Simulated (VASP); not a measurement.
Input of a VASP 6.6.1 run:

Contents of POSCAR:

```
SrO
1.0
    0.0000000000      2.5702427355      2.5702427355
    2.5702427355      0.0000000000      2.5702427355
    2.5702427355      2.5702427355      0.0000000000
Sr O
1 1
Direct
    0.5000000000      0.5000000000      0.5000000000
    0.0000000000      0.0000000000      0.0000000000
```

Contents of INCAR.step1:

```
SYSTEM = SrO
PREC = Accurate ; ENCUT = 520
ISMEAR = 0 ; SIGMA = 0.05
LREAL = .FALSE. ; LASPH = .TRUE.
NELM = 100 ; NBANDS = 15
GGA = PE ; ALGO = Normal
EDIFF = 1E-4 ; LWAVE = .TRUE.
LCHARG = .FALSE.
```

The input INCAR.step2:

```
SYSTEM = SrO
PREC = Accurate ; ENCUT = 520
EDIFF = 1E-6 ; ISMEAR = 0
SIGMA = 0.05 ; LREAL = .FALSE.
LASPH = .TRUE. ; NELM = 100
ALGO = Normal ; ISIF = 2
LWAVE = .FALSE. ; LCHARG = .TRUE.
METAGGA = R2SCAN ; LMIXTAU = .TRUE.
LUSE_VDW = .TRUE. ; IVDW_NL = 2
BPARAM = 11.95 ; CPARAM = 0.0093
LELF = .TRUE. ; LVHAR = .TRUE.
NBANDS = 15 ; ISTART = 1
```

File KPOINTS:

```
Automatic mesh
0
G
  8 8 8
  0 0 0
```

Potentials or basis: VASP PAW PBE potentials, release 64 (Sr_sv, O).

Run with:

```bash
$ cat potpaw_PBE.64/Sr_sv/POTCAR potpaw_PBE.64/O/POTCAR > POTCAR
$ cp INCAR.step1 INCAR
$ mpirun -np 1 vasp_std > vasp.out
$ cp INCAR.step2 INCAR
$ mpirun -np 1 vasp_std > vasp.out
```

(1) Predict the band gap on the k mesh.

(2) Predict the pressure.

Results:

(1) 3.70 eV (least direct gap 3.78 eV).

(2) 0.7 GPa.

Caveat: the PAW data sets were made with another functional, which shifts forces and pressure a little.
